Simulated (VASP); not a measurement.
Wanted: the native input for a VASP 6.6.1 run.

```
Task                   : single point
Functional             : PBE
Potentials or basis    : VASP PAW PBE potentials, release 64 (Ga_d, P)
Cutoff                 : 520 eV
k mesh                 : 10 × 10 × 10
Occupations            : gaussian, width 0.05 eV
Spin                   : no spin polarisation
Dipole correction      : no
Further INCAR settings : ALGO = Normal; EDIFF = 1e-06; NBANDS = 16
```

The structure of GaP lies in POSCAR:

```
GaP
1.0
    0.0000000000      2.7158717138      2.7158717138
    2.7158717138      0.0000000000      2.7158717138
    2.7158717138      2.7158717138      0.0000000000
Ga P
1 1
Direct
    0.0000000000      0.0000000000      0.0000000000
    0.7500000000      0.7500000000      0.7500000000
```

This cell differs from its parent crystal: volume scaled by 0.960.

One way to write it, as run:

INCAR

```
ALGO     = Normal         # electronic algorithm
EDIFF    = 1E-6           # SCF threshold, eV
ENCUT    = 520            # plane-wave cutoff, eV
GGA      = PE             # functional
ISIF     = 2              # what is computed and relaxed
ISMEAR   = 0              # smearing method
LASPH    = T              # aspherical terms in the spheres
LCHARG   = F              # write CHGCAR
LREAL    = F              # projectors in reciprocal space
LWAVE    = F              # write WAVECAR
NBANDS   = 16             # bands
NELM     = 100            # most SCF steps
PREC     = Accurate       # precision mode
SIGMA    = 0.05           # smearing width, eV
```

KPOINTS

```
k-points
0
Gamma
  10 10 10
```

Potentials or basis: VASP PAW PBE potentials, release 64 (Ga_d, P).

The run is started by

```console
$ cat potpaw_PBE.64/Ga_d/POTCAR potpaw_PBE.64/P/POTCAR > POTCAR
$ mpirun -np 1 vasp_std > vasp.out
```

Results of the run:

- Pressure: 3.3 GPa
- Band gap on the k mesh: 1.59 eV, indirect (least direct gap 1.91 eV)

Run time: 38 s on 1 thread of AMD EPYC 7R13, with other jobs on the host, peak memory 0.15 GiB.
